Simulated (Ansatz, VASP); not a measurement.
## Na in VASP and in Ansatz

File INCAR:

```
SYSTEM = Na
PREC = Accurate ; ENCUT = 520
EDIFF = 1E-6 ; ISMEAR = -1
SIGMA = 0.08 ; LREAL = .False.
LASPH = .True. ; NELM = 60
ALGO = Normal ; ISIF = 2
LWAVE = .False. ; LCHARG = .False.
GGA = CA ; NBANDS = 14
```

Contents of KPOINTS:

```
Automatic mesh
0
Gamma
  10 10 10
  0 0 0
```

POSCAR

```
Na
1.0
    0.0000000000      3.6389589135      3.6389589135
    3.6389589135      0.0000000000      3.6389589135
    3.6389589135      3.6389589135      0.0000000000
Na
2
Direct
   -0.1250000000     -0.1250000000     -0.1250000000
    0.1250000000      0.1250000000      0.1250000000
```

Input for Ansatz:

```yaml
crystal:
  lattice:
    - [0.0, 3.6389589135, 3.6389589135]
    - [3.6389589135, 0.0, 3.6389589135]
    - [3.6389589135, 3.6389589135, 0.0]
  atoms:
    - { symbol: Na, position: [-0.125, -0.125, -0.125] }
    - { symbol: Na, position: [0.125, 0.125, 0.125] }
kpoints:
  mp_grid: { grid: [10, 10, 10] }
  band_path:
    path:
      - [0.0, 0.0, 0.0]
      - [0.5, 0.0, 0.5]
      - [0.625, 0.25, 0.625]
      - [0.375, 0.375, 0.75]
      - [0.0, 0.0, 0.0]
      - [0.5, 0.5, 0.5]
      - [0.5, 0.25, 0.75]
      - [0.5, 0.0, 0.5]
    npoints: 8
scf:
  occupations: { method: fermi_dirac, width: 0.08 }
hamiltonian:
  xc: lda
  pseudopotentials: { kind: paw }
output:
  forces: true
  stress: true
  eigenvalues: true
  populations: true
  dos: { projected: true, de: 0.2, e_range: [-14, 8] }
```

Change from the starting cell: volume scaled by 1, PAW files.

Alike in both runs: task single point; functional LDA; k mesh 10 × 10 × 10; occupations fermi-dirac, width 0.08 eV; no spin polarisation.

|  | VASP | Ansatz |
| --- | --- | --- |
| version | VASP 6.6.1 | Ansatz 0.2.0 |
| potentials or method | VASP PAW LDA potentials, release 64 (Na_pv) | PAW with Ansatz's default frozen-core files, scalar-relativistic |
| plane-wave cutoff (eV) | 520 | 420 |
| valence electrons in the cell | 14 | 18 |

|  | VASP | Ansatz | Ansatz less VASP |
| --- | --- | --- | --- |
| pressure (GPa) | 0.0 | 0.0 | +0.02 |

LDA's correlation is that of Perdew and Zunger in VASP and of Perdew and Wang (1992) in Ansatz. VASP's potentials hold 14 valence electrons a cell and Ansatz's 18, so a difference there can come from the potentials and not from the codes.
